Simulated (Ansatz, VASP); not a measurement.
One calculation of BiTe, two programs

```xyz
2
Lattice="2.4954 1.4407 3.2675 -2.4954 1.4407 3.2675 0.0000 -2.8814 3.2675" Properties=species:S:1:pos:R:3 pbc="T T T"
Bi    0.0000    0.0000    4.9013
Te    0.0000    0.0000    0.0000
```

Change from the starting cell: strain +0.030 along x and y, -0.015 along z, atoms carried along.

Alike in both runs: task single point; functional PBEsol; k mesh 12 × 12 × 12; occupations gaussian, width 0.15 eV; no spin polarisation.

|  | VASP | Ansatz |
| --- | --- | --- |
| version | VASP 6.6.1 | Ansatz 0.2.0 |
| potentials or method | VASP PAW PBE potentials, release 64 (Bi_d, Te), cutoff 520 eV | scalar-relativistic, plane waves, PAW |
| valence electrons in the cell | 21 | 31 |

```csv
,VASP,Ansatz,Ansatz less VASP
gap on the k mesh at the Fermi level (eV),none,none,-
pressure (GPa),-4.6,-4.6,+0.04
"traceless stress, the component that is largest in VASP (GPa)",1.26,1.26,+0.003
```

VASP's potentials were made for PBE, not for PBEsol. A gap of «none» marks a metal or a gap that the smearing closes. VASP's potentials hold 21 valence electrons a cell and Ansatz's 31, so a difference there can come from the potentials and not from the codes.

Spin-orbit coupling is off throughout.
